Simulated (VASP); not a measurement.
Wanted: the native input for a VASP 6.6.1 run.

| Property | Result |
| --- | --- |
| Task | electric field gradients |
| Functional | LDA |
| Potentials or basis | VASP PAW LDA potentials, release 64 (Sn_d, O) |
| Cutoff | 520 eV |
| k mesh | 6 × 6 × 5 |
| Occupations | fermi-dirac, width 0.02 eV |
| Spin | no spin polarisation |
| Dipole correction | no |
| Further INCAR settings | ALGO = Normal; EDIFF = 1e-08; NBANDS = 28 |

The structure of SnO lies in POSCAR:

```
SnO
1.0
    3.8020000000     -0.0190100000     -0.0190100000
   -0.0190100000      3.8020000000     -0.0190100000
   -0.0241800000     -0.0241800000      4.8360000000
Sn O
2 2
Direct
    0.0000000000      0.5000000000      0.2385000000
    0.5000000000      0.0000000000      0.7615000000
    0.0000000000      0.0000000000      0.0000000000
    0.5000000000      0.5000000000      0.0000000000
```

This cell differs from its parent crystal: equal xy, yz and zx shear strains of -1 %.

One way to write it, as run:

INCAR

```
ALGO     = Normal         # electronic algorithm
EDIFF    = 1E-8           # SCF threshold, eV
ENCUT    = 520            # plane-wave cutoff, eV
GGA      = CA             # functional
ISIF     = 2              # what is computed and relaxed
ISMEAR   = -1             # smearing method
LASPH    = True           # aspherical terms in the spheres
LCHARG   = False          # write CHGCAR
LEFG     = True         
LREAL    = False          # projectors in reciprocal space
LWAVE    = False          # write WAVECAR
NBANDS   = 28             # bands
NELM     = 80             # most SCF steps
PREC     = Accurate       # precision mode
SIGMA    = 0.02           # smearing width, eV
```

KPOINTS

```
k-points
0
Gamma
  6 6 5
```

Potentials or basis: VASP PAW LDA potentials, release 64 (Sn_d, O).

Command:

```bash
$ cat potpaw_LDA.64/Sn_d/POTCAR potpaw_LDA.64/O/POTCAR > POTCAR
$ mpirun -np 1 vasp_std > vasp.out
```

It gave:

```
Pressure                                : -2.5 GPa
Largest force                           : 0.167 eV/Å
Band gap on the k mesh                  : 0.08 eV (least direct gap 1.92 eV)
Largest electric field gradient by atom : Sn -165.4; O -4.2 V/Å²
```

Caveat: the cell differs from its parent crystal (equal xy, yz and zx shear strains of -1 %); without QUAD_EFG the Cq values of the log hold for a quadrupole moment of 1 mb, not for the nuclei; spin-orbit coupling is left out, which moves the levels of the heavy elements; an odd mesh through Γ misses points on the zone boundary, where band edges can lie.

Run time: 64 s on 1 thread of Intel(R) Xeon(R) Platinum 8488C (Sapphire Rapids), on a shared host, peak memory 0.2 GiB.
